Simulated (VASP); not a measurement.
**SiNi3: single point with r2SCAN**

SiNi3:

```
Si Ni
1.0
     3.46478    0.00000    0.00000
     0.00000    3.46478    0.00000
     0.00000    0.00000    3.46478
Si Ni
1 3
Cartesian
  0.0000 0.0000 0.0000
  0.0000 1.7324 1.7324
  1.7324 0.0000 1.7324
  1.7324 1.7324 0.0000
```

| Property | Result |
| --- | --- |
| Program | VASP 6.6.1 |
| Task | single point |
| Functional | r2SCAN |
| Potentials or basis | VASP PAW PBE potentials, release 64 (Si, Ni) |
| Cutoff | 520 eV |
| k mesh | 6 × 6 × 6 |
| Occupations | fermi-dirac, width 0.02 eV |
| Spin | no spin polarisation |
| Dipole correction | no |
| Further INCAR settings | ALGO = Normal; EDIFF = 1e-07; NBANDS = 25 |

```json
{"Pressure": "0.3 GPa", "Band gap on the k mesh": "zero (bands 17 and 18 overlap by 0.28 eV)"}
```

Levels at points of the mesh, in eV from the Fermi level:
| k point | band 15 | band 16 | band 17 | band 18 | band 19 | band 20 |
| --- | --- | --- | --- | --- | --- | --- |
| (0.00, 0.00, 0.00) | -0.78 | -0.38 | 0.03 | 0.03 | 0.03 | 5.60 |
| (0.50, 0.00, 0.00) | -1.29 | -0.70 | 0.03 | 3.90 | 3.90 | 5.56 |
| (0.50, 0.50, 0.00) | -1.23 | -1.12 | -1.02 | 0.67 | 0.67 | 6.08 |
| (0.50, 0.50, 0.50) | -1.38 | -0.54 | -0.24 | -0.24 | -0.24 | 1.52 |

It took 3 min on 1 thread of Intel Xeon 8259CL (shared host), peak memory 0.17 GiB.

Caveat: the PAW data sets were made with another functional, which shifts forces and pressure a little. Spin polarisation is off, so any magnetic state and its effect on volume and gap are missing.
